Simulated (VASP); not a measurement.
# BP (F-43m) in VASP: further runs

Runs on BP. Level: LDA. Tasks: single point.

Program: VASP 6.6.1. These are calculated values, not measurements. Logs are shortened: lines on timing, memory, paths and dates and some standing lists are left out, and cuts for length are marked.

### 1 The cell of the first run

The structure is cubic, space group F-43m (No. 216). The conventional cell has a = 4.553 Å, b = 4.553 Å, c = 4.553 Å, α = 90.00°, β = 90.00°, γ = 90.00°. B (site symmetry -43m) has 4 P at 1.97 Å within 2.6 Å. Within 2.6 Å of P (site symmetry -43m) lie 4 B at 1.97 Å.

### 2 Single point, LDA (volume scaled by 1.01)

Contents of INCAR:

```
SYSTEM = BP
PREC = Accurate ; ENCUT = 520
EDIFF = 1E-7 ; ISMEAR = -1
SIGMA = 0.05 ; LREAL = .FALSE.
LASPH = .TRUE. ; NELM = 60
ALGO = Normal ; ISIF = 2
LWAVE = .FALSE. ; LCHARG = .FALSE.
GGA = CA ; NBANDS = 11
```

Contents of KPOINTS:

```
Automatic mesh
0
G
  15 15 15
  0 0 0
```

Contents of POSCAR:

```
BP
1.0
    0.0000000000      2.2765382614      2.2765382614
    2.2765382614      0.0000000000      2.2765382614
    2.2765382614      2.2765382614      0.0000000000
B P
1 1
Direct
    0.0000000000      0.0000000000      0.0000000000
    0.7500000000      0.7500000000      0.7500000000
```

Potentials or basis: VASP PAW LDA potentials, release 64 (B, P).

The run is started by

```sh
cat potpaw_LDA.64/B/POTCAR potpaw_LDA.64/P/POTCAR > POTCAR
mpirun -np 1 vasp_std > vasp.out
```

OUTCAR:

```text
SYSTEM = BP
   PREC = Accurate
   ENCUT = 520
   EDIFF = 1E-7
   ISMEAR = -1
   LREAL = .FALSE.
   LASPH = .TRUE.
   NELM = 60
   ISIF = 2
   GGA = CA

 ion  position               nearest neighbor table
   1  0.000  0.000  0.000-   2 1.97   2 1.97   2 1.97   2 1.97
   2  0.750  0.750  0.750-   1 1.97   1 1.97   1 1.97   1 1.97

  LATTYP: Found a face centered cubic cell.
 ALAT       =     4.5530765228

  Lattice vectors:

 A1 = (   0.0000000000,   2.2765382614,   2.2765382614)
 A2 = (   2.2765382614,   0.0000000000,   2.2765382614)
 A3 = (   2.2765382614,   2.2765382614,   0.0000000000)

Analysis of symmetry for initial positions (statically):
[... 5 lines left out ...]
 face centered cubic supercell.

 Subroutine GETGRP returns: Found 24 space group operations
 (whereof 24 operations were pure point group operations)
 out of a pool of 48 trial point group operations.

The static configuration has the point symmetry T_d .

Analysis of symmetry for dynamics (positions and initial velocities):
[... 5 lines left out ...]
 face centered cubic supercell.

 Subroutine GETGRP returns: Found 24 space group operations
 (whereof 24 operations were pure point group operations)
 out of a pool of 48 trial point group operations.

The dynamic configuration has the point symmetry T_d .

 Subroutine INISYM returns: Found 24 space group operations
 (whereof 24 operations are pure point group operations),
 and found     1 'primitive' translations

----------------------------------------------------------------------------------------

                                     Primitive cell

  volume of cell :      23.5969

  direct lattice vectors                    reciprocal lattice vectors
     0.000000000  2.276538261  2.276538261    -0.219631714  0.219631714  0.219631714
     2.276538261  0.000000000  2.276538261     0.219631714 -0.219631714  0.219631714
     2.276538261  2.276538261  0.000000000     0.219631714  0.219631714 -0.219631714

  length of vectors
     3.219511285  3.219511285  3.219511285     0.380413287  0.380413287  0.380413287

  position of ions in fractional coordinates (direct lattice)
     0.000000000  0.000000000  0.000000000
     0.750000000  0.750000000  0.750000000

  ion indices of the primitive-cell ions
   primitive index   ion index
                 1           1
                 2           2

----------------------------------------------------------------------------------------

 KPOINTS: Automatic mesh

Automatic generation of k-mesh.
[... 65 lines left out ...]
   NELM   =     60;   NELMIN=  2; NELMDL= -5     # of ELM steps
   EDIFF  = 0.1E-06   stopping-criterion for ELM
   LREAL  =      F    real-space projection
   EDIFFG = 0.1E-05   stopping-criterion for IOM
   NSW    =      0    number of steps for IOM
   IBRION =     -1    ionic relax: 0-MD 1-quasi-New 2-CG
   NFREE  =      0    steps in history (QN), initial steepest desc. (CG)
   ISIF   =      2    stress and relaxation
   ISYM   =      2    0-nonsym 1-usesym 2-fastsym
   POTIM  = 0.5000    time-step for ionic-motion
   TEBEG  =    0.0;   TEEND  =   0.0 temperature during run
   PSTRESS=    0.0 pullay stress
   NELECT =       8.0000    total number of electrons
   NUPDOWN=      -1.0000    fix difference up-down
   EMIN   =  10.00;   EMAX   =-10.00  energy-range for DOS
   EFERMI =   0.00;   METHOD = LEGACY
   ISMEAR =    -1;   SIGMA  =   0.05  broadening in eV -4-tet -1-fermi 0-gaus
   EFERMI_NEDOS =   21; number of points for ismear=-14 and -15
   IALGO  =     38    algorithm
   IMIX   =      4    mixing-type and parameters
     AMIX     =   0.40;   BMIX     =  1.00
     AMIX_MAG =   1.60;   BMIX_MAG =  1.00
  volume/ion in A,a.u.               =      11.80        79.62
  Fermi-wavevector in a.u.,A,eV,Ry     =   1.141528  2.157175 17.729561  1.303086
  Thomas-Fermi vector in A             =   2.278228
   LORBIT       =      0    0 simple, 1 ext, 2 COOP (PROOUT), +10 PAW based schemes
   GGA     = CA    functional components
   LHFCALC =     F    Hartree Fock is set to
   AEXX    =    0.0000 exact exchange contribution
   IVDW    =     0    specifies the selected vdW correction
   LEPSILON=     F    determine dielectric tensor
   LRPA    =     F    only Hartree local field effects (RPA)
 non-spin polarized calculation
  energy-cutoff  :      520.00
  volume of cell :       23.60
 maximum number of plane-waves:       650
   NGX = 11   NGY = 11   NGZ = 11

 number of electron       8.0000000 magnetization

 Free energy of the ion-electron system (eV)
  ---------------------------------------------------
  ext. energy  EPLUGINS =         0.00000000
  ---------------------------------------------------
  free energy    TOTEN  =       -14.37870171 eV

  energy without entropy =      -14.37870167  energy(sigma->0) =      -14.37870169

 E-fermi :   7.8754     XC(G=0): -11.0470

 val. band max:        7.2875238786   @ k =   0.0000   0.0000   0.0000
 cond. band min:       8.4866515662   @ k =   0.4000   0.4000   0.0000
 fundamental gap:      1.1991276877
 Fermi energy:         7.8754105088

 k-point     1 :       0.0000    0.0000    0.0000
  band No.  band energies     occupation
      1      -8.0151      2.00000
      2       7.2875      1.99998
      3       7.2875      1.99998
      4       7.2875      1.99998
      5      10.6510      0.00000
      6      10.6510      0.00000
      7      10.6510      0.00000
      8      14.5052      0.00000
      9      18.4752      0.00000
     10      19.4402      0.00000
     11      19.4402      0.00000
[... 309 lines left out ...]
 k-point    24 :       0.2000    0.1333    0.0000
  band No.  band energies     occupation
      1      -7.3051      2.00000
      2       4.7037      2.00000
      3       5.5967      2.00000
      4       5.9329      2.00000
      5       9.9516      0.00000
      6      12.8642      0.00000
      7      13.0173      0.00000
      8      14.2803      0.00000
      9      17.9147      0.00000
     10      19.9112      0.00000
     11      20.4930      0.00000

 [... further k-points ...]
[... 5 lines left out ...]
  --------------------------------------------------------------------------------------
  -------------------------------------------------------------------------------------
  Total       -1.0074304     -1.0074304     -1.0074304      0.0000000     -0.0000000      0.0000000
  in kB      -68.4023121    -68.4023121    -68.4023121      0.0000000     -0.0000000      0.0000000
  external PRESSURE =     -68.4023121 kB  Pullay stress =       0.0000000 kB

 VOLUME and BASIS-vectors are now :
 -----------------------------------------------------------------------------
  energy-cutoff  :      520.00
  volume of cell :       23.60
      direct lattice vectors                 reciprocal lattice vectors
     0.000000000  2.276538261  2.276538261    -0.219631714  0.219631714  0.219631714
     2.276538261  0.000000000  2.276538261     0.219631714 -0.219631714  0.219631714
     2.276538261  2.276538261  0.000000000     0.219631714  0.219631714 -0.219631714

 POSITION                                       TOTAL-FORCE (eV/Angst)
 -----------------------------------------------------------------------------------
      0.00000      0.00000      0.00000        -0.000000     -0.000000     -0.000000
      3.41481      3.41481      3.41481         0.000000      0.000000      0.000000
 -----------------------------------------------------------------------------------
    total drift:                               -0.000000     -0.000000     -0.000000

  FREE ENERGIE OF THE ION-ELECTRON SYSTEM (eV)
  ---------------------------------------------------
  free  energy   TOTEN  =       -14.3787017070 eV

  energy  without entropy=      -14.3787016727  energy(sigma->0) =      -14.37870169
```

OSZICAR:

```text
N       E                     dE             d eps       ncg     rms          rms(c)
DAV:   1     0.784008437310E+01    0.78401E+01   -0.39447E+03  2640   0.652E+02
DAV:   2    -0.145651302281E+02   -0.22405E+02   -0.21329E+02  3577   0.109E+02
DAV:   3    -0.151781497361E+02   -0.61302E+00   -0.61136E+00  3310   0.159E+01
DAV:   4    -0.151806560656E+02   -0.25063E-02   -0.25061E-02  2999   0.119E+00
DAV:   5    -0.151806702706E+02   -0.14205E-04   -0.14205E-04  3290   0.903E-02    0.723E+00
DAV:   6    -0.145001030883E+02    0.68057E+00   -0.15765E+00  2991   0.533E+00    0.381E+00
DAV:   7    -0.143912599885E+02    0.10884E+00   -0.23973E-01  3313   0.245E+00    0.127E+00
DAV:   8    -0.143786651457E+02    0.12595E-01   -0.30590E-02  3066   0.930E-01    0.215E-01
DAV:   9    -0.143787038308E+02   -0.38685E-04   -0.79936E-04  3056   0.195E-01    0.149E-01
DAV:  10    -0.143786999044E+02    0.39264E-05   -0.12991E-04  2895   0.648E-02    0.338E-02
DAV:  11    -0.143787021954E+02   -0.22911E-05   -0.67614E-06  3279   0.134E-02    0.385E-02
DAV:  12    -0.143787016957E+02    0.49976E-06   -0.25620E-06  3022   0.656E-03    0.115E-02
DAV:  13    -0.143787017070E+02   -0.11302E-07   -0.97034E-08  1623   0.191E-03
   1 F= -.14378702E+02 E0= -.14378702E+02  d E =-.342755E-07
```

stdout:

```text
POSCAR found type information on POSCAR B P
 POSCAR found :  2 types and       2 ions
 scaLAPACK will be used
 LDA part: xc-table for (Slater(with rela. corr.)+CA(PZ))
 , standard interpolation
 POSCAR, INCAR and KPOINTS ok, starting setup
 FFT: planning ... GRIDC
 FFT: planning ... GRID_SOFT
 FFT: planning ... GRID
 WAVECAR not read
 entering main loop
```

Wall time 35 s (1 thread of AMD EPYC 7R43 (Zen 3), shared host); peak memory 0.1 GiB.

What came out:

```yaml
Free_energy: -14.3787 eV
Pressure: -6.8 GPa
Band_gap_on_the_k_mesh: 1.20 eV, indirect (least direct gap 3.36 eV)
```

Levels at points of the mesh, in eV from the valence-band top:
```tsv
k point	band 2	band 3	band 4	band 5	band 6	band 7
(0.00, 0.00, 0.00)	0.00	0.00	0.00	3.36	3.36	3.36
```

 A k mesh can miss the band edges.

### 3 Single point, LDA (volume scaled by 1.02)

Contents of INCAR:

```
ALGO = Normal
EDIFF = 1E-6
ENCUT = 520
GGA = CA
ISIF = 2
ISMEAR = -1
LASPH = True
LCHARG = False
LREAL = False
LWAVE = False
NBANDS = 11
NELM = 80
PREC = Accurate
SIGMA = 0.05
```

Contents of KPOINTS:

```
k-points
0
Gamma
  15 15 15
```

Contents of POSCAR:

```
BP
1.0
    0.0000000000      2.2840269280      2.2840269280
    2.2840269280      0.0000000000      2.2840269280
    2.2840269280      2.2840269280      0.0000000000
B P
1 1
Direct
    0.0000000000      0.0000000000      0.0000000000
    0.7500000000      0.7500000000      0.7500000000
```

Potentials or basis: VASP PAW LDA potentials, release 64 (B, P).

The run is started by

```sh
cat potpaw_LDA.64/B/POTCAR potpaw_LDA.64/P/POTCAR > POTCAR
mpirun -np 1 vasp_std > vasp.out
```

Wall time 34 s (1 thread of AMD EPYC 7R43 (Zen 3), shared host); peak memory 0.1 GiB.

Results (log left out):

```yaml
Free_energy: -14.3678 eV
Pressure: -8.3 GPa
Band_gap_on_the_k_mesh: 1.21 eV, indirect (least direct gap 3.35 eV)
```

Levels at points of the mesh, in eV from the valence-band top:
| k point | band 1 | band 2 | band 3 | band 4 | band 5 | band 6 | band 7 | band 8 | band 9 |
| --- | --- | --- | --- | --- | --- | --- | --- | --- | --- |
| (0.00, 0.00, 0.00) | -15.22 | 0.00 | 0.00 | 0.00 | 3.35 | 3.35 | 3.35 | 7.07 | 11.12 |

 A k mesh can miss the band edges.

### 4 Single point, LDA (volume scaled by 1.04)

Contents of INCAR:

```
ALGO = Normal
EDIFF = 1E-7
ENCUT = 520
GGA = CA
ISIF = 2
ISMEAR = -1
LASPH = True
LCHARG = False
LREAL = False
LWAVE = False
NBANDS = 11
NELM = 60
PREC = Accurate
SIGMA = 0.05
```

KPOINTS is that of step 3.

Contents of POSCAR:

```
BP
1.0
    0.0000000000      2.2988586873      2.2988586873
    2.2988586873      0.0000000000      2.2988586873
    2.2988586873      2.2988586873      0.0000000000
B P
1 1
Direct
    0.0000000000      0.0000000000      0.0000000000
    0.7500000000      0.7500000000      0.7500000000
```

The run is started by

```sh
cat potpaw_LDA.64/B/POTCAR potpaw_LDA.64/P/POTCAR > POTCAR
mpirun -np 1 vasp_std > vasp.out
```

Wall time 44 s (1 thread of AMD EPYC 7R43 (Zen 3), shared host); peak memory 0.11 GiB.

The run converged. Its results:

* Free energy: -14.3399 eV
* Pressure: -11.0 GPa
* Band gap on the k mesh: 1.23 eV, indirect (least direct gap 3.32 eV)

Levels at points of the mesh, in eV from the valence-band top:
```tsv
k point	band 1	band 2	band 3	band 4	band 5	band 6	band 7	band 8	band 9
(0.00, 0.00, 0.00)	-15.05	0.00	0.00	0.00	3.32	3.32	3.32	6.78	10.99
```

### 5 Single point, LDA (volume scaled by 1.04)

Contents of INCAR:

```
SYSTEM = BP
  ALGO = Normal
  EDIFF = 1E-6
  ENCUT = 520
  GGA = CA
  ISIF = 2
  ISMEAR = -1
  LASPH = .True.
  LCHARG = .True.
  LELF = .True.
  LREAL = .False.
  LVHAR = .True.
  LWAVE = .False.
  NBANDS = 11
  NELM = 60
  PREC = Accurate
  SIGMA = 0.05
```

Contents of KPOINTS:

```
k-points
0
Gamma
  15 15 15
  0 0 0
```

POSCAR is that of step 4.

Potentials or basis: VASP PAW LDA potentials, release 64 (B, P).

The run is started by

```sh
cat potpaw_LDA.64/B/POTCAR potpaw_LDA.64/P/POTCAR > POTCAR
mpirun -np 1 vasp_std > vasp.out
```

OUTCAR:

```text
SYSTEM = BP
   EDIFF = 1E-6
   ENCUT = 520
   GGA = CA
   ISIF = 2
   ISMEAR = -1
   LASPH = .True.
   LREAL = .False.
   NELM = 60
   PREC = Accurate

 ion  position               nearest neighbor table
   1  0.000  0.000  0.000-   2 1.99   2 1.99   2 1.99   2 1.99
   2  0.750  0.750  0.750-   1 1.99   1 1.99   1 1.99   1 1.99

  LATTYP: Found a face centered cubic cell.
 ALAT       =     4.5977173746

  Lattice vectors:

 A1 = (   0.0000000000,   2.2988586873,   2.2988586873)
 A2 = (   2.2988586873,   0.0000000000,   2.2988586873)
 A3 = (   2.2988586873,   2.2988586873,   0.0000000000)

[... 511 lines left out ...]
      8      13.7989      0.00000
      9      17.3083      0.00000
     10      19.4740      0.00000
     11      19.8964      0.00000

 [... further k-points ...]
[... 5 lines left out ...]
  --------------------------------------------------------------------------------------
  -------------------------------------------------------------------------------------
  Total       -1.6613174     -1.6613174     -1.6613174      0.0000000      0.0000000     -0.0000000
  in kB     -109.5459634   -109.5459634   -109.5459634      0.0000000      0.0000000     -0.0000000
  external PRESSURE =    -109.5459634 kB  Pullay stress =       0.0000000 kB

 VOLUME and BASIS-vectors are now :
 -----------------------------------------------------------------------------
  energy-cutoff  :      520.00
  volume of cell :       24.30
      direct lattice vectors                 reciprocal lattice vectors
     0.000000000  2.298858687  2.298858687    -0.217499232  0.217499232  0.217499232
     2.298858687  0.000000000  2.298858687     0.217499232 -0.217499232  0.217499232
     2.298858687  2.298858687  0.000000000     0.217499232  0.217499232 -0.217499232

 POSITION                                       TOTAL-FORCE (eV/Angst)
 -----------------------------------------------------------------------------------
      0.00000      0.00000      0.00000        -0.000000     -0.000000     -0.000000
      3.44829      3.44829      3.44829         0.000000      0.000000      0.000000
 -----------------------------------------------------------------------------------
    total drift:                               -0.000000     -0.000000     -0.000000

  FREE ENERGIE OF THE ION-ELECTRON SYSTEM (eV)
  ---------------------------------------------------
  free  energy   TOTEN  =       -14.3399109357 eV

  energy  without entropy=      -14.3399109106  energy(sigma->0) =      -14.33991092
```

OSZICAR:

```text
N       E                     dE             d eps       ncg     rms          rms(c)
DAV:   1     0.811366947322E+01    0.81137E+01   -0.37607E+03  2656   0.642E+02
DAV:   2    -0.144300215268E+02   -0.22544E+02   -0.21549E+02  3586   0.108E+02
DAV:   3    -0.150742388916E+02   -0.64422E+00   -0.64269E+00  3316   0.161E+01
DAV:   4    -0.150770043469E+02   -0.27655E-02   -0.27652E-02  3034   0.124E+00
DAV:   5    -0.150770202378E+02   -0.15891E-04   -0.15891E-04  3300   0.941E-02    0.693E+00
DAV:   6    -0.144519337209E+02    0.62509E+00   -0.14838E+00  2979   0.508E+00    0.366E+00
DAV:   7    -0.143521801688E+02    0.99754E-01   -0.21160E-01  3265   0.231E+00    0.124E+00
DAV:   8    -0.143398751214E+02    0.12305E-01   -0.29262E-02  3090   0.901E-01    0.202E-01
DAV:   9    -0.143399114051E+02   -0.36284E-04   -0.80081E-04  3036   0.192E-01    0.136E-01
DAV:  10    -0.143399091556E+02    0.22494E-05   -0.13020E-04  2886   0.649E-02    0.323E-02
DAV:  11    -0.143399114201E+02   -0.22645E-05   -0.54684E-06  3299   0.126E-02    0.350E-02
DAV:  12    -0.143399109357E+02    0.48438E-06   -0.22878E-06  1633   0.621E-03
   1 F= -.14339911E+02 E0= -.14339911E+02  d E =-.251014E-07
```

stdout:

```text
POSCAR found type information on POSCAR B P
 POSCAR found :  2 types and       2 ions
 scaLAPACK will be used
 LDA part: xc-table for (Slater(with rela. corr.)+CA(PZ))
 , standard interpolation
 POSCAR, INCAR and KPOINTS ok, starting setup
 FFT: planning ... GRIDC
 FFT: planning ... GRID_SOFT
 FFT: planning ... GRID
 WAVECAR not read
 entering main loop
```

It took 42 s on 1 thread of AMD EPYC 7R43 (Zen 3), shared host; peak memory 0.1 GiB.

What came out:

```yaml
Free_energy: -14.3399 eV
Pressure: -11.0 GPa
Band_gap_on_the_k_mesh: 1.23 eV, indirect (least direct gap 3.32 eV)
```

### 6 Single point, LDA (volume scaled by 1.06)

Contents of INCAR:

```
SYSTEM = BP
  PREC = Accurate
  ENCUT = 520
  EDIFF = 1E-7
  ISMEAR = -1
  SIGMA = 0.05
  LREAL = .False.
  LASPH = .True.
  NELM = 80
  ALGO = Normal
  ISIF = 2
  LWAVE = .False.
  LCHARG = .False.
  GGA = CA
  NBANDS = 11
```

Contents of KPOINTS:

```
Automatic mesh
0
Gamma
  15 15 15
  0 0 0
```

Contents of POSCAR:

```
BP
1.0
    0.0000000000      2.3135014941      2.3135014941
    2.3135014941      0.0000000000      2.3135014941
    2.3135014941      2.3135014941      0.0000000000
B P
1 1
Direct
    0.0000000000      0.0000000000      0.0000000000
    0.7500000000      0.7500000000      0.7500000000
```

Potentials or basis: VASP PAW LDA potentials, release 64 (B, P).

The run is started by

```sh
cat potpaw_LDA.64/B/POTCAR potpaw_LDA.64/P/POTCAR > POTCAR
mpirun -np 1 vasp_std > vasp.out
```

Wall time 40 s (1 thread of AMD EPYC 7R43 (Zen 3), shared host); peak memory 0.11 GiB.

Results (log left out):

```yaml
Free_energy: -14.3046 eV
Pressure: -13.4 GPa
Band_gap_on_the_k_mesh: 1.25 eV, indirect (least direct gap 3.29 eV)
```

Levels at points of the mesh, in eV from the valence-band top:
```tsv
k point	band 1	band 2	band 3	band 4	band 5	band 6	band 7	band 8
(0.00, 0.00, 0.00)	-14.89	0.00	0.00	0.00	3.29	3.29	3.29	6.50
```

### 7 Overview

| cell | gap on the mesh (eV) | pressure (GPa) |
| --- | --- | --- |
| a = 3.220 Å, angles 60.0°, 2 atoms | 1.20 | -6.8 |
| a = 3.230 Å, angles 60.0°, 2 atoms | 1.21 | -8.3 |
| a = 3.251 Å, angles 60.0°, 2 atoms | 1.23 | -11.0 |
| a = 3.272 Å, angles 60.0°, 2 atoms | 1.25 | -13.4 |

Alike in all rows: task single point; level LDA; potentials or basis VASP PAW LDA potentials, release 64 (B, P); no spin polarisation; k mesh 15 × 15 × 15; cutoff (eV) 520; smearing fermi-dirac 0.05 eV.

Total energies depend on the potentials used, so only differences within one code and one set of settings carry meaning.
